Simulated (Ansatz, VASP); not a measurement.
# P in VASP and in Ansatz

File POSCAR:

```
P
1.0
    1.7595715195      1.0158890905      3.1910618704
   -1.7595715195      1.0158890905      3.1910618704
    0.0000000000     -2.0317781808      3.1910618704
P
2
Direct
    0.7729197500      0.7729197500      0.7729197500
    0.2270802500      0.2270802500      0.2270802500
```

File INCAR.step1:

```
ALGO     = Normal         # electronic algorithm
EDIFF    = 1E-4           # SCF threshold, eV
ENCUT    = 520            # plane-wave cutoff, eV
GGA      = PE             # functional
ISMEAR   = -1             # smearing method
LASPH    = True           # aspherical terms in the spheres
LCHARG   = False          # write CHGCAR
LREAL    = False          # projectors in reciprocal space
LWAVE    = True           # write WAVECAR
NBANDS   = 12             # bands
NELM     = 100            # most SCF steps
PREC     = Accurate       # precision mode
SIGMA    = 0.05           # smearing width, eV
```

Contents of INCAR.step2:

```
ALGO     = Normal         # electronic algorithm
EDIFF    = 1E-6           # SCF threshold, eV
ENCUT    = 520            # plane-wave cutoff, eV
ISIF     = 2              # what is computed and relaxed
ISMEAR   = -1             # smearing method
ISTART   = 1            
LASPH    = True           # aspherical terms in the spheres
LCHARG   = False          # write CHGCAR
LMIXTAU  = True         
LREAL    = False          # projectors in reciprocal space
LWAVE    = False          # write WAVECAR
METAGGA  = R2SCAN         # meta-GGA
NBANDS   = 12             # bands
NELM     = 100            # most SCF steps
PREC     = Accurate       # precision mode
SIGMA    = 0.05           # smearing width, eV
```

The input KPOINTS:

```
k-points
0
Gamma
  9 9 9
```

File input.yaml:

```yaml
crystal:
  lattice:
    - [1.7595715195, 1.0158890905, 3.1910618704]
    - [-1.7595715195, 1.0158890905, 3.1910618704]
    - [0.0, -2.0317781808, 3.1910618704]
  atoms:
    - { symbol: P, position: [0.77291975, 0.77291975, 0.77291975] }
    - { symbol: P, position: [0.22708025, 0.22708025, 0.22708025] }
hamiltonian:
  xc: r2scan
  pseudopotentials: { kind: paw }
kpoints:
  mp_grid: { grid: [9, 9, 9] }
scf:
  occupations: { method: fermi_dirac, width: 0.05 }
output:
  forces: true
  stress: true
  eigenvalues: true
```

Alike in both runs: task single point; functional r2SCAN; k mesh 9 × 9 × 9; occupations fermi-dirac, width 0.05 eV; no spin polarisation.

```csv
,VASP,Ansatz
version,VASP 6.6.1,Ansatz 0.2.0
potentials or method,"VASP PAW PBE potentials, release 64 (P)",Ansatz PAW
plane-wave cutoff (eV),520,500
valence electrons in the cell,10,10
```

|  | VASP | Ansatz | Ansatz less VASP |
| --- | --- | --- | --- |
| gap on the k mesh at the Fermi level (eV) | none | none | - |
| pressure (GPa) | -4.8 | -4.3 | +0.45 |
| traceless stress, the component that is largest in VASP (GPa) | 0.85 | 0.72 | -0.125 |
| rms of the force components (eV/Å) | 0.253 | 0.210 | -0.0432 |

VASP's potentials were made for PBE, not for r2SCAN. Atom by atom the forces differ by 0.043 eV/Å (rms over components). A gap of «none» marks a metal or a gap that the smearing closes.
